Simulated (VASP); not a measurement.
# Si (P6/mmm) in VASP: settings compared

Aim: see how the results for Si move with the level of theory and the settings. Levels: b88 exchange, pbesol correlation. Tasks: single point.

Everything below comes from runs of VASP 6.6.1. Logs are shortened: lines on timing, memory, paths and dates and some standing lists are left out, and cuts for length are marked.

## 1. The cell of the first run

It takes space group P6/mmm (No. 191, hexagonal). The conventional cell has a = 2.484 Å, b = 2.484 Å, c = 2.333 Å, α = 90.00°, β = 90.00°, γ = 120.00°. Within 3.1 Å of Si (site symmetry 6/mmm) lie 8 Si at 2.33 to 2.48 Å.

This isn't the form of Si at room conditions, which is diamond.

## 2. Single point, b88 exchange, pbesol correlation

Contents of INCAR:

```
SYSTEM = Si
PREC     = Accurate       ! precision mode
ENCUT    = 500            ! plane-wave cutoff, eV
EDIFF    = 1E-6           ! SCF threshold, eV
ISMEAR   = 0              ! smearing method
SIGMA    = 0.01           ! smearing width, eV
LREAL    = .False.        ! projectors in reciprocal space
LASPH    = .True.         ! aspherical terms in the spheres
NELM     = 120            ! most SCF steps
ALGO     = Normal         ! electronic algorithm
ISIF     = 2              ! what is computed and relaxed
LWAVE    = .False.        ! write WAVECAR
LCHARG   = .True.         ! write CHGCAR
GGA      = LIBXC          ! functional
LIBXC1   = GGA_X_B88    
LIBXC2   = GGA_C_PBE_SOL
LELF     = .True.         ! ELF
LVHAR    = .True.       
NBANDS   = 8              ! bands
GGA_COMPAT= .False.
```

Contents of KPOINTS:

```
regular mesh
0
Gamma
  15 15 14
  0 0 0
```

Contents of POSCAR:

```
Si
1.0
    2.4841612157      0.0000000000      0.0000000000
   -1.2420806078      2.1513465278      0.0000000000
    0.0000000000      0.0000000000      2.3327718895
Si
1
Direct
    0.0000000000      0.0000000000      0.0000000000
```

Potentials or basis: VASP PAW PBE potentials, release 64 (Si).

Run with:

```bash
$ cat potpaw_PBE.64/Si/POTCAR > POTCAR
$ mpirun -np 1 vasp_std > vasp.out
```

OUTCAR:

```text
SYSTEM = Si
   PREC = Accurate
   ENCUT = 500
   EDIFF = 1E-6
   ISMEAR = 0
   LREAL = .False.
   LASPH = .True.
   NELM = 120
   ISIF = 2
   GGA = LIBXC

 ion  position               nearest neighbor table
   1  0.000  0.000  0.000-

  LATTYP: Found a hexagonal cell.
 ALAT       =     2.4841612157
 C/A-ratio  =     0.9390581717

  Lattice vectors:

 A1 = (   2.4841612157,   0.0000000000,   0.0000000000)
 A2 = (  -1.2420806078,   2.1513465278,   0.0000000000)
 A3 = (   0.0000000000,   0.0000000000,   2.3327718895)

Analysis of symmetry for initial positions (statically):
=====================================================================
 Subroutine PRICEL returns:
 Original cell was already a primitive cell.

 Routine SETGRP: Setting up the symmetry group for a
 hexagonal supercell.

 Subroutine GETGRP returns: Found 24 space group operations
 (whereof 24 operations were pure point group operations)
 out of a pool of 24 trial point group operations.

The static configuration has the point symmetry D_6h.

Analysis of symmetry for dynamics (positions and initial velocities):
=====================================================================
 Subroutine PRICEL returns:
 Original cell was already a primitive cell.

 Routine SETGRP: Setting up the symmetry group for a
 hexagonal supercell.

 Subroutine GETGRP returns: Found 24 space group operations
 (whereof 24 operations were pure point group operations)
 out of a pool of 24 trial point group operations.

The dynamic configuration has the point symmetry D_6h.

 Subroutine INISYM returns: Found 24 space group operations
 (whereof 24 operations are pure point group operations),
 and found     1 'primitive' translations

----------------------------------------------------------------------------------------

                                     Primitive cell

  volume of cell :      12.4670

  direct lattice vectors                    reciprocal lattice vectors
     2.484161216  0.000000000  0.000000000     0.402550363  0.232412581  0.000000000
    -1.242080608  2.151346528  0.000000000     0.000000000  0.464825163  0.000000000
     0.000000000  0.000000000  2.332771890     0.000000000  0.000000000  0.428674576

  length of vectors
     2.484161216  2.484161049  2.332771890     0.464825132  0.464825163  0.428674576

  position of ions in fractional coordinates (direct lattice)
     0.000000000  0.000000000  0.000000000

  ion indices of the primitive-cell ions
   primitive index   ion index
                 1           1

----------------------------------------------------------------------------------------

 KPOINTS: regular mesh

Automatic generation of k-mesh.
 Grid dimensions read from file:
 generate k-points for:   15   15   14

 Generating k-lattice:

  Cartesian coordinates                     Fractional coordinates (reciprocal lattice)
     0.026836691  0.015494172  0.000000000     0.066666667 -0.000000000  0.000000000
     0.000000000  0.030988344  0.000000000     0.000000000  0.066666667  0.000000000
     0.000000000  0.000000000  0.030619613     0.000000000  0.000000000  0.071428571

  Length of vectors
     0.030988342  0.030988344  0.030619613

  Shift w.r.t. Gamma in fractional coordinates (k-lattice)
     0.000000000  0.000000000  0.000000000

 Subroutine IBZKPT returns following result:
 ===========================================

 Found    216 irreducible k-points:

 Following reciprocal coordinates:
            Coordinates               Weight
  0.000000  0.000000  0.000000      1.000000
  0.066667 -0.000000  0.000000      6.000000
  0.133333 -0.000000  0.000000      6.000000
  0.200000 -0.000000  0.000000      6.000000
  0.266667 -0.000000  0.000000      6.000000
  0.333333  0.000000  0.000000      6.000000
[... 16 lines left out ...]
  0.333333  0.200000  0.000000     12.000000
  0.400000  0.200000  0.000000      6.000000
 [... further k-points ...]
   k-points           NKPTS =    216   k-points in BZ     NKDIM =    216   number of bands    NBANDS=      8
   number of dos      NEDOS =    301   number of ions     NIONS =      1
   total plane-waves  NPLWV =   5832
   dimension x,y,z NGX =    18 NGY =   18 NGZ =   18
   dimension x,y,z NGXF=    36 NGYF=   36 NGZF=   36
   ions per type =               1
   NGX,Y,Z   is equivalent  to a cutoff of  12.05, 12.05, 12.83 a.u.
   NGXF,Y,Z  is equivalent  to a cutoff of  24.09, 24.09, 25.66 a.u.
 SYSTEM =  Si
   PREC   = accura    normal or accurate (medium, high low for compatibility)
   ISTART =      0    job   : 0-new  1-cont  2-samecut
   ICHARG =      2    charge: 1-file 2-atom 10-const
   ISPIN  =      1    spin polarized calculation?
   LNONCOLLINEAR =      F non collinear calculations
   LSORBIT =      F    spin-orbit coupling
   LASPH  =      T    aspherical Exc in radial PAW
   ENCUT  =  500.0 eV  36.75 Ry    6.06 a.u.   4.53  4.53  4.25*2*pi/ulx,y,z
   NELM   =    120;   NELMIN=  2; NELMDL= -5     # of ELM steps
   EDIFF  = 0.1E-05   stopping-criterion for ELM
   LREAL  =      F    real-space projection
[... 7 lines left out ...]
   TEBEG  =    0.0;   TEEND  =   0.0 temperature during run
   PSTRESS=    0.0 pullay stress
   NELECT =       4.0000    total number of electrons
   NUPDOWN=      -1.0000    fix difference up-down
   EMIN   =  10.00;   EMAX   =-10.00  energy-range for DOS
   EFERMI =   0.00;   METHOD = LEGACY
   ISMEAR =     0;   SIGMA  =   0.01  broadening in eV -4-tet -1-fermi 0-gaus
   EFERMI_NEDOS =   21; number of points for ismear=-14 and -15
   IALGO  =     38    algorithm
   IMIX   =      4    mixing-type and parameters
     AMIX     =   0.40;   BMIX     =  1.00
     AMIX_MAG =   1.60;   BMIX_MAG =  1.00
  volume/ion in A,a.u.               =      12.47        84.13
  Fermi-wavevector in a.u.,A,eV,Ry     =   1.120746  2.117904 17.089904  1.256073
  Thomas-Fermi vector in A             =   2.257395
   LORBIT       =      0    0 simple, 1 ext, 2 COOP (PROOUT), +10 PAW based schemes
   GGA     = LIBXC    functional components
   LHFCALC =     F    Hartree Fock is set to
   AEXX    =    0.0000 exact exchange contribution
   IVDW    =     0    specifies the selected vdW correction
   LEPSILON=     F    determine dielectric tensor
   LRPA    =     F    only Hartree local field effects (RPA)
 non-spin polarized calculation
 Gauss-broadening in eV      SIGMA  =   0.01
  energy-cutoff  :      500.00
  volume of cell :       12.47
 maximum number of plane-waves:       332
 NGX is ok and might be reduce to    18
   NGX =  9   NGY =  9   NGZ =  9

 number of electron       4.0000000 magnetization

 Free energy of the ion-electron system (eV)
  ---------------------------------------------------
  ext. energy  EPLUGINS =         0.00000000
  ---------------------------------------------------
  free energy    TOTEN  =        -4.57860622 eV

  energy without entropy =       -4.57851924  energy(sigma->0) =       -4.57856273

 E-fermi :  11.9230     XC(G=0): -11.6948

 val. band max:       11.8648263100   @ k =   0.0000   0.0000   0.2143
 cond. band min:      11.9232074420   @ k =   0.2000   0.2000   0.1429
 fundamental gap:      0.0583811320
 Fermi energy:        11.9229639488

 k-point     1 :       0.0000    0.0000    0.0000
  band No.  band energies     occupation
      1      -3.7298      2.00000
      2      19.5143      0.00000
      3      21.2091      0.00000
      4      24.0639      0.00000
      5      24.0639      0.00000
      6      24.8655      0.00000
      7      24.8655      0.00000
      8      30.7342      0.00000

 k-point     2 :       0.0667   -0.0000    0.0000
  band No.  band energies     occupation
      1      -3.5907      2.00000
      2      19.1595      0.00000
      3      21.3242      0.00000
      4      22.4110      0.00000
      5      22.7684      0.00000
      6      25.4516      0.00000
      7      26.3982      0.00000
      8      32.2038      0.00000

 k-point     3 :       0.1333   -0.0000    0.0000
  band No.  band energies     occupation
      1      -3.1739      2.00000
      2      17.6055      0.00000
      3      20.8536      0.00000
      4      21.3774      0.00000
      5      21.6696      0.00000
      6      25.6963      0.00000
      7      28.4979      0.00000
      8      34.9306      0.00000

 k-point     4 :       0.2000   -0.0000    0.0000
  band No.  band energies     occupation
      1      -2.4815      2.00000
      2      15.0259      0.00000
      3      20.1100      0.00000
      4      20.2097      0.00000
      5      22.2448      0.00000
      6      26.0485      0.00000
      7      30.8351      0.00000
      8      36.5726      0.00000

 k-point     5 :       0.2667   -0.0000    0.0000
  band No.  band energies     occupation
      1      -1.5168      2.00000
      2      12.2803      0.00000
      3      19.2752      0.00000
      4      19.5641      0.00000
      5      23.0487      0.00000
      6      26.7403      0.00000
      7      33.3749      0.00000
      8      34.7093      0.00000
[... 177 lines left out ...]
 k-point    22 :       0.2667    0.2000    0.0000
  band No.  band energies     occupation
      1       1.3455      2.00000
      2       9.2605      2.00000
      3      11.2037      2.00000
      4      25.4330      0.00000
      5      25.5951      0.00000
      6      29.6979      0.00000
      7      32.0042      0.00000
      8      33.5888      0.00000

 k-point    23 :       0.3333    0.2000    0.0000
  band No.  band energies     occupation
      1       2.9589      2.00000
      2       6.9361      2.00000
      3      10.8184      2.00000
      4      25.9976      0.00000
      5      26.7380      0.00000
      6      30.2927      0.00000
      7      30.9125      0.00000
      8      33.9614      0.00000

 k-point    24 :       0.4000    0.2000    0.0000
  band No.  band energies     occupation
      1       4.7055      2.00000
      2       4.9500      2.00000
      3      10.6911      2.00000
      4      26.1006      0.00000
      5      27.7682      0.00000
      6      29.1035      0.00000
      7      31.9576      0.00000
      8      33.3886      0.00000

 [... further k-points ...]
[... 5 lines left out ...]
  --------------------------------------------------------------------------------------
  -------------------------------------------------------------------------------------
  Total        2.7333125      2.7333120      2.5449883      0.0000000      0.0000000      0.0000000
  in kB      351.2670749    351.2670121    327.0649128      0.0000000      0.0000000      0.0000000
  external PRESSURE =     343.1996666 kB  Pullay stress =       0.0000000 kB

 VOLUME and BASIS-vectors are now :
 -----------------------------------------------------------------------------
  energy-cutoff  :      500.00
  volume of cell :       12.47
      direct lattice vectors                 reciprocal lattice vectors
     2.484161216  0.000000000  0.000000000     0.402550363  0.232412581  0.000000000
    -1.242080608  2.151346528  0.000000000     0.000000000  0.464825163  0.000000000
     0.000000000  0.000000000  2.332771890     0.000000000  0.000000000  0.428674576

 POSITION                                       TOTAL-FORCE (eV/Angst)
 -----------------------------------------------------------------------------------
      0.00000      0.00000      0.00000         0.000000      0.000000      0.000000
 -----------------------------------------------------------------------------------
    total drift:                                0.000000      0.000000      0.000000

  FREE ENERGIE OF THE ION-ELECTRON SYSTEM (eV)
  ---------------------------------------------------
  free  energy   TOTEN  =        -4.5786062204 eV

  energy  without entropy=       -4.5785192403  energy(sigma->0) =       -4.57856273
```

Wall time 6.5 s (1 thread of Intel Xeon 6975P-C (Granite Rapids), shared host); peak memory 0.12 GiB.

Results:

| Quantity | Value |
| --- | --- |
| Free energy | -4.5786 eV |
| Pressure | 34.3 GPa |
| Band gap on the k mesh | zero (bands 2 and 3 overlap by 12.99 eV) |

Caveat: the cell stands under pressure; the PAW data sets were made with another functional, which shifts forces and pressure a little.

(Continued in part 2 of 3.)

The gap in the log of VASP goes by the Fermi energy; the results here count the filled bands.